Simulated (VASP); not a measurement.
# Te2Mo in VASP: a series of runs

Te2Mo is run at these levels: PBE+D3(BJ); tasks: single point.

All numbers are computed with VASP 6.6.1; they aren't measurements. Logs are shortened: lines on timing, memory, paths and dates and some standing lists are left out, and cuts for length are marked.

## (1) The cell of the first run

The cell holds a slab with vacuum, 6 atoms: a = 3.504 Å, b = 3.504 Å, c = 24.768 Å, α = 90.00°, β = 90.00°, γ = 120.00°.

## (2) Single point, PBE+D3(BJ)

File INCAR:

```
SYSTEM = Te2Mo
ALGO = Normal
DIPOL = 0.5 0.5 0.408
EDIFF = 1E-7
ENCUT = 520
GGA = PE
IDIPOL = 3
ISIF = 2
ISMEAR = 0
IVDW = 12
LASPH = .True.
LCHARG = .False.
LDIPOL = .True.
LREAL = .False.
LWAVE = .False.
NBANDS = 35
NELM = 80
PREC = Accurate
SIGMA = 0.05
```

File KPOINTS:

```
k-points
0
Gamma
  9 9 1
  0 0 0
```

File POSCAR:

```
Te2Mo
1.0
    3.5038816881      0.0000000000      0.0000000000
   -1.7519408440      3.0344505538      0.0000000000
    0.0000000000      0.0000000000     24.7677198395
Te Mo
4 2
Direct
    0.3333333333      0.6666666667      0.1816881017
    0.3333333333      0.6666666667      0.3284056818
    0.3333333333      0.6666666667      0.4870799572
    0.3333333333      0.6666666667      0.6337975373
    0.6666666667      0.3333333333      0.2550468917
    0.6666666667      0.3333333333      0.5604387473
```

Potentials or basis: VASP PAW PBE potentials, release 64 (Te, Mo_sv).

The run is started by

```
> cat potpaw_PBE.64/Te/POTCAR potpaw_PBE.64/Mo_sv/POTCAR > POTCAR
> mpirun -np 1 vasp_std > vasp.out
```

OUTCAR:

```text
SYSTEM = Te2Mo
   EDIFF = 1E-7
   ENCUT = 520
   GGA = PE
   ISIF = 2
   ISMEAR = 0
   IVDW = 12
   LASPH = .True.
   LREAL = .False.
   NELM = 80
   PREC = Accurate
 IVDW          = 12

 ion  position               nearest neighbor table
   1  0.333  0.667  0.182-   5 2.72   5 2.72   5 2.72   2 3.63
   2  0.333  0.667  0.328-   5 2.72   5 2.72   5 2.72   1 3.63
   3  0.333  0.667  0.487-   6 2.72   6 2.72   6 2.72   4 3.63
   4  0.333  0.667  0.634-   6 2.72   6 2.72   6 2.72   3 3.63
   5  0.667  0.333  0.255-   1 2.72   1 2.72   1 2.72   2 2.72   2 2.72   2 2.72
   6  0.667  0.333  0.560-   4 2.72   4 2.72   4 2.72   3 2.72   3 2.72   3 2.72

  LATTYP: Found a hexagonal cell.
 ALAT       =     3.5038816881
 C/A-ratio  =     7.0686518679

  Lattice vectors:

 A1 = (   3.5038816881,   0.0000000000,   0.0000000000)
 A2 = (  -1.7519408440,   3.0344505538,   0.0000000000)
 A3 = (   0.0000000000,   0.0000000000,  24.7677198395)

Analysis of symmetry for initial positions (statically):
=====================================================================
 Subroutine PRICEL returns:
 Original cell was already a primitive cell.

 Routine SETGRP: Setting up the symmetry group for a
 hexagonal supercell.

 Subroutine GETGRP returns: Found 12 space group operations
 (whereof  6 operations were pure point group operations)
 out of a pool of 24 trial point group operations.

The static configuration has the point symmetry C_3v.
 The point group associated with its full space group is D_3h.

Analysis of symmetry for dynamics (positions and initial velocities):
=====================================================================
 Subroutine PRICEL returns:
 Original cell was already a primitive cell.

 Routine SETGRP: Setting up the symmetry group for a
 hexagonal supercell.

 Subroutine GETGRP returns: Found 12 space group operations
 (whereof  6 operations were pure point group operations)
 out of a pool of 24 trial point group operations.

The dynamic configuration has the point symmetry C_3v.
 The point group associated with its full space group is D_3h.

 Subroutine INISYM returns: Found 12 space group operations
 (whereof  6 operations are pure point group operations),
 and found     1 'primitive' translations

----------------------------------------------------------------------------------------

                                     Primitive cell

  volume of cell :     263.3392

  direct lattice vectors                    reciprocal lattice vectors
     3.503881688  0.000000000  0.000000000     0.285397764  0.164774476  0.000000000
    -1.751940844  3.034450554  0.000000000     0.000000000  0.329548952  0.000000000
     0.000000000  0.000000000 24.767719839     0.000000000  0.000000000  0.040375134

  length of vectors
     3.503881688  3.503881688 24.767719839     0.329548952  0.329548952  0.040375134

  position of ions in fractional coordinates (direct lattice)
     0.333333333  0.666666667  0.181688102
     0.333333333  0.666666667  0.328405682
     0.333333333  0.666666667  0.487079957
     0.333333333  0.666666667  0.633797537
     0.666666667  0.333333333  0.255046892
     0.666666667  0.333333333  0.560438747

  ion indices of the primitive-cell ions
   primitive index   ion index
                 1           1
                 2           2
                 3           3
                 4           4
                 5           5
                 6           6

----------------------------------------------------------------------------------------

 KPOINTS: k-points

Automatic generation of k-mesh.
 Grid dimensions read from file:
 generate k-points for:    9    9    1

 Generating k-lattice:

  Cartesian coordinates                     Fractional coordinates (reciprocal lattice)
     0.031710863  0.018308275  0.000000000     0.111111111  0.000000000  0.000000000
     0.000000000  0.036616550  0.000000000     0.000000000  0.111111111  0.000000000
     0.000000000  0.000000000  0.040375134     0.000000000  0.000000000  1.000000000

  Length of vectors
     0.036616550  0.036616550  0.040375134

  Shift w.r.t. Gamma in fractional coordinates (k-lattice)
     0.000000000  0.000000000  0.000000000

 Subroutine IBZKPT returns following result:
 ===========================================

 Found     12 irreducible k-points:

 Following reciprocal coordinates:
            Coordinates               Weight
  0.000000  0.000000  0.000000      1.000000
  0.111111  0.000000  0.000000      6.000000
  0.222222 -0.000000  0.000000      6.000000
  0.333333  0.000000  0.000000      6.000000
  0.444444 -0.000000  0.000000      6.000000
  0.111111  0.111111  0.000000      6.000000
  0.222222  0.111111  0.000000     12.000000
  0.333333  0.111111  0.000000     12.000000
  0.444444  0.111111  0.000000      6.000000
  0.222222  0.222222  0.000000      6.000000
  0.333333  0.222222  0.000000     12.000000
  0.333333  0.333333  0.000000      2.000000
   k-points           NKPTS =     12   k-points in BZ     NKDIM =     12   number of bands    NBANDS=     35
   number of dos      NEDOS =    301   number of ions     NIONS =      6
   total plane-waves  NPLWV = 150528
   dimension x,y,z NGX =    28 NGY =   28 NGZ =  192
   dimension x,y,z NGXF=    56 NGYF=   56 NGZF=  384
   ions per type =               4   2
   NGX,Y,Z   is equivalent  to a cutoff of  13.28, 13.28, 12.89 a.u.
   NGXF,Y,Z  is equivalent  to a cutoff of  26.57, 26.57, 25.77 a.u.
 SYSTEM =  Te2Mo
   PREC   = accura    normal or accurate (medium, high low for compatibility)
   ISTART =      0    job   : 0-new  1-cont  2-samecut
   ICHARG =      2    charge: 1-file 2-atom 10-const
   ISPIN  =      1    spin polarized calculation?
   LNONCOLLINEAR =      F non collinear calculations
   LSORBIT =      F    spin-orbit coupling
   LASPH  =      T    aspherical Exc in radial PAW
   ENCUT  =  520.0 eV  38.22 Ry    6.18 a.u.   6.51  6.51 46.05*2*pi/ulx,y,z
   NELM   =     80;   NELMIN=  2; NELMDL= -5     # of ELM steps
   EDIFF  = 0.1E-06   stopping-criterion for ELM
   LREAL  =      F    real-space projection
   EDIFFG = 0.1E-05   stopping-criterion for IOM
   NSW    =      0    number of steps for IOM
   IBRION =     -1    ionic relax: 0-MD 1-quasi-New 2-CG
   NFREE  =      0    steps in history (QN), initial steepest desc. (CG)
   ISIF   =      2    stress and relaxation
   ISYM   =      2    0-nonsym 1-usesym 2-fastsym
   POTIM  = 0.5000    time-step for ionic-motion
   TEBEG  =    0.0;   TEEND  =   0.0 temperature during run
   PSTRESS=    0.0 pullay stress
   NELECT =      52.0000    total number of electrons
   NUPDOWN=      -1.0000    fix difference up-down
   EMIN   =  10.00;   EMAX   =-10.00  energy-range for DOS
   EFERMI =   0.00;   METHOD = LEGACY
   ISMEAR =     0;   SIGMA  =   0.05  broadening in eV -4-tet -1-fermi 0-gaus
   EFERMI_NEDOS =   21; number of points for ismear=-14 and -15
   IALGO  =     38    algorithm
   IMIX   =      4    mixing-type and parameters
     AMIX     =   0.40;   BMIX     =  1.00
     AMIX_MAG =   1.60;   BMIX_MAG =  1.00
  volume/ion in A,a.u.               =      43.89       296.18
  Fermi-wavevector in a.u.,A,eV,Ry     =   0.953317  1.801508 12.365161  0.908814
  Thomas-Fermi vector in A             =   2.081961
   LORBIT       =      0    0 simple, 1 ext, 2 COOP (PROOUT), +10 PAW based schemes
   GGA     = PE    functional components
   LHFCALC =     F    Hartree Fock is set to
   AEXX    =    0.0000 exact exchange contribution
   IVDW    =    12    specifies the selected vdW correction
   LEPSILON=     F    determine dielectric tensor
   LRPA    =     F    only Hartree local field effects (RPA)
 non-spin polarized calculation
 Gauss-broadening in eV      SIGMA  =   0.05
  energy-cutoff  :      520.00
  volume of cell :      263.34
 maximum number of plane-waves:      7173
 NGX is ok and might be reduce to    28
   NGX = 13   NGY = 13   NGZ = 93

 dipolmoment           0.000000      0.000000      0.000265 electrons x Angstroem

 number of electron      51.9999998 magnetization

 dipolmoment           0.000000      0.000000     -0.000000 electrons x Angstroem

 Free energy of the ion-electron system (eV)
  ---------------------------------------------------
  ext. energy  EPLUGINS =         0.00000000
  ---------------------------------------------------
  free energy    TOTEN  =       -35.95846269 eV

  energy without entropy =      -35.95846269  energy(sigma->0) =      -35.95846269

 E-fermi :   2.9146     XC(G=0):  -6.4445

 val. band max:        2.4988925742   @ k =   0.3333   0.3333   0.0000
 cond. band min:       3.6296271974   @ k =   0.2222   0.2222   0.0000
 fundamental gap:      1.1307346232
 Fermi energy:         2.9146182490

 k-point     1 :       0.0000    0.0000    0.0000
  band No.  band energies     occupation
      1     -58.1781      2.00000
      2     -58.1781      2.00000
      3     -32.3558      2.00000
      4     -32.3558      2.00000
      5     -32.2106      2.00000
      6     -32.2106      2.00000
[... 27 lines left out ...]
     34       5.9935      0.00000
     35       6.6533      0.00000

 k-point     2 :       0.1111    0.0000    0.0000
  band No.  band energies     occupation
      1     -58.1769      2.00000
      2     -58.1769      2.00000
      3     -32.3524      2.00000
      4     -32.3523      2.00000
      5     -32.2265      2.00000
      6     -32.2265      2.00000
[... 27 lines left out ...]
     34       5.8457      0.00000
     35       6.8939      0.00000
[... 340 lines left out ...]
     34       6.5982      0.00000
     35       6.9440      0.00000

 k-point    12 :       0.3333    0.3333    0.0000
  band No.  band energies     occupation
      1     -58.1665      2.00000
      2     -58.1665      2.00000
      3     -32.3223      2.00000
      4     -32.3223      2.00000
      5     -32.3126      2.00000
      6     -32.3126      2.00000
[... 27 lines left out ...]
     34       6.8863      0.00000
     35       7.1275      0.00000

------------------------ aborting loop because EDIFF is reached ----------------------------------------

 vacuum level on the upper side and lower side of the slab       (xc-potential included)        -0.110        -0.107

 Edisp (eV)   -2.70008

 E8    (eV) :    -1.2775

  FORCE on cell =-STRESS in cart. coord.  units (eV):
  Direction    XX          YY          ZZ          XY          YZ          ZX
  --------------------------------------------------------------------------------------
  -------------------------------------------------------------------------------------
  Total      -0.20322    -0.20322     0.14558    -0.00000     0.00000     0.00000
  in kB      -1.23642    -1.23642     0.88572    -0.00000     0.00000     0.00000
  external pressure =       -0.53 kB  Pullay stress =        0.00 kB

 VOLUME and BASIS-vectors are now :
 -----------------------------------------------------------------------------
  energy-cutoff  :      520.00
  volume of cell :      263.34
      direct lattice vectors                 reciprocal lattice vectors
     3.503881688  0.000000000  0.000000000     0.285397764  0.164774476  0.000000000
    -1.751940844  3.034450554  0.000000000     0.000000000  0.329548952  0.000000000
     0.000000000  0.000000000 24.767719839     0.000000000  0.000000000  0.040375134

 POSITION                                       TOTAL-FORCE (eV/Angst)
 -----------------------------------------------------------------------------------
     -0.00000      2.02297      4.50000         0.000000     -0.000000     -0.003930
     -0.00000      2.02297      8.13386         0.000000     -0.000000     -0.018180
     -0.00000      2.02297     12.06386         0.000000     -0.000000      0.018180
     -0.00000      2.02297     15.69772         0.000000     -0.000000      0.003930
      1.75194      1.01148      6.31693        -0.000000      0.000000     -0.011986
      1.75194      1.01148     13.88079        -0.000000      0.000000      0.011986
 -----------------------------------------------------------------------------------
    total drift:                               -0.000001      0.000001     -0.000002

  FREE ENERGIE OF THE ION-ELECTRON SYSTEM (eV)
  ---------------------------------------------------
  free  energy   TOTEN  =       -38.6585407023 eV

  energy  without entropy=      -38.6585407023  energy(sigma->0) =      -38.65854070

 vacuum level on the upper side and lower side of the slab         7.216         7.219
```

Run time: 5.4 min. Hardware: 1 thread of AMD EPYC 7R13, shared host; peak memory 0.39 GiB.

What came out:

```yaml
Free_energy: -38.6585 eV
Largest_force: 0.018 eV/Å
Band_gap_on_the_k_mesh: 1.13 eV, indirect (least direct gap 1.15 eV)
Dispersion_energy_per_atom: -0.450 eV
```

Forces on the atoms (eV/Å):
```
Te   0.000  0.000 -0.004
Te   0.000  0.000 -0.018
Te   0.000  0.000  0.018
Te   0.000  0.000  0.004
Mo   0.000  0.000 -0.012
Mo   0.000  0.000  0.012
```

Levels at points of the mesh, in eV from the valence-band top:
```csv
k point,band 23,band 24,band 25,band 26,band 27,band 28,band 29,band 30
"(0.00, 0.00, 0.00)",-0.84,-0.84,-0.73,-0.28,3.13,3.13,3.21,3.21
```

Caveat: spin-orbit coupling is left out, which moves the levels of the heavy elements.

(Part 1 of 2 ends here.)
